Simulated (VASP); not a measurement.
Zn: single point with PBEsol

Zn:

```
Zn
1.0
    -1.95353    1.63462    1.31619
     1.63462   -1.95353    1.31619
     3.33356    3.33356   -1.90027
Zn
2
Cartesian
  1.5553 4.7929 -0.5841
  0.4350 2.5797 0.3661
```

This cell differs from its parent crystal: volume scaled by 1.04.

* Program: VASP 6.6.1
* Task: single point
* Functional: PBEsol
* Potentials or basis: VASP PAW PBE potentials, release 64 (Zn)
* Cutoff: 520 eV
* k mesh: 17 × 17 × 8
* Occupations: fermi-dirac, width 0.1 eV
* Spin: no spin polarisation

```yaml
Pressure: -2.8 GPa
Largest_force: 0.016 eV/Å
Band_gap_on_the_k_mesh: zero (band 12 reaches 4.68 eV, above the bottom of band 13 at 2.16 eV)
```

Forces on the atoms (eV/Å):
```
Zn   0.011 -0.011  0.000
Zn  -0.011  0.011  0.000
```

Stress tensor (GPa, compression positive):
```
-3.09  0.39 -0.35
 0.39 -3.09 -0.35
-0.35 -0.35 -2.30
```

Levels at points of the mesh, in eV from the Fermi level:
```tsv
k point	band 8	band 9	band 10	band 11	band 12	band 13	band 14	band 15	band 16	band 17
(0.00, 0.00, 0.00)	-7.63	-7.54	-7.25	-7.09	-2.80	-0.69	12.73	14.12	15.23	17.60
(0.00, 0.00, 0.50)	-7.67	-7.30	-7.30	-7.25	-7.25	8.64	8.64	14.04	14.04	17.22
```

Wall time 5.2 min on 1 thread of Intel(R) Xeon(R) Platinum 8375C CPU @ 2.90GHz (Ice Lake) (shared host), peak memory 0.38 GiB.

Caveat: the PAW data sets were made with another functional, which shifts forces and pressure a little.
